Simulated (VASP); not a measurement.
**AlO2: single point with PBE**

AlO2:

```
Al O
1.0
     1.45778   -5.29254    0.00000
     1.45778    5.29254    0.00000
     0.00000    0.00000    3.57217
Al O
2 4
Cartesian
  1.4578 -1.7797 2.6791
  1.4578 1.7797 0.8930
  1.4578 4.6461 2.6791
  1.4578 -4.6461 0.8930
  1.4578 2.1786 2.6791
  1.4578 -2.1786 0.8930
```

```
Program             : VASP 6.6.1
Task                : single point
Functional          : PBE
Potentials or basis : VASP PAW PBE potentials, release 64 (Al, O)
Cutoff              : 520 eV
k mesh              : 9 × 9 × 7
Occupations         : fermi-dirac, width 0.05 eV
Spin                : no spin polarisation
```

| Item | Value |
| --- | --- |
| Pressure | 11.2 GPa |
| Largest force | 1.305 eV/Å |
| Band gap on the k mesh | zero (band 15 reaches 4.96 eV, above the bottom of band 16 at 4.54 eV) |

Forces on the atoms (eV/Å):
```
Al   0.000  0.284  0.000
Al   0.000 -0.284  0.000
O    0.000  1.305  0.000
O    0.000 -1.305  0.000
O    0.000 -0.397  0.000
O    0.000  0.397  0.000
```

Stress tensor (GPa, compression positive):
```
11.28  0.00  0.00
 0.00  8.42  0.00
 0.00  0.00 13.91
```

Levels at points of the mesh, in eV from the Fermi level:
```
           k point  band 11  band 12  band 13  band 14  band 15  band 16  band 17  band 18  band 19  band 20
(0.00, 0.00, 0.00)    -2.43    -1.95    -1.42    -0.54     0.05     0.09     6.53     8.88    10.40    11.38
```

It took 3 min on 1 thread of Intel(R) Xeon(R) Platinum 8559C (Emerald Rapids) (shared host), peak memory 0.27 GiB.

Caveat: forces of over 1 eV/Å act on the atoms, so gaps and moduli don't describe the material at rest.
